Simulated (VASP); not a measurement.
The system is C.

```
C
1.0
     1.21572   -2.10498    0.00000
     1.21572    2.10498    0.00000
     0.00000    0.00000    7.04367
C
4
Cartesian
  1.2157 1.7542 5.2822
  1.2157 -0.3508 1.7615
  1.2157 -1.7542 1.7615
  1.2157 0.3508 5.2822
```

| Item | Value |
| --- | --- |
| Program | VASP 6.6.1 |
| Task | relaxation of shape and atoms at fixed volume |
| Functional | r2SCAN |
| Potentials or basis | VASP PAW PBE potentials, release 64 (C) |
| Cutoff | 600 eV |
| k mesh | 18 × 18 × 6 |
| Occupations | gaussian, width 0.1 eV |
| Spin | no spin polarisation |

At the start: pressure 8.9 GPa; volume 9.01 Å³/atom.

Where does the relaxation end?

Over 3 steps the energy falls by 7.8 meV/atom; space group Fmmm (No. 69, to 0.1 Å) before and after.

The path:
| step | energy change (eV) | largest force (eV/Å) | pressure (GPa) | volume (Å³) |
| --- | --- | --- | --- | --- |
| 1 | 0.0000 | 0.0010 | 8.90 | 36.05 |
| 2 | -0.0297 | 0.0045 | -1.53 | 36.05 |
| 3 | -0.0314 | 0.0035 | 0.36 | 36.05 |

Final structure:
```yaml
crystal:
  lattice:
    - [1.22819, -2.12654, 0.00000]
    - [1.22819, 2.12654, 0.00000]
    - [0.00000, 0.00000, 6.90143]
  atoms:
    - { symbol: C, position: [0.08332, 0.91668, 0.74992] }
    - { symbol: C, position: [0.58332, 0.41668, 0.25008] }
    - { symbol: C, position: [0.91668, 0.08332, 0.25008] }
    - { symbol: C, position: [0.41668, 0.58332, 0.74992] }
```

Caveat: the PAW data sets were made with another functional, which shifts forces and pressure a little.
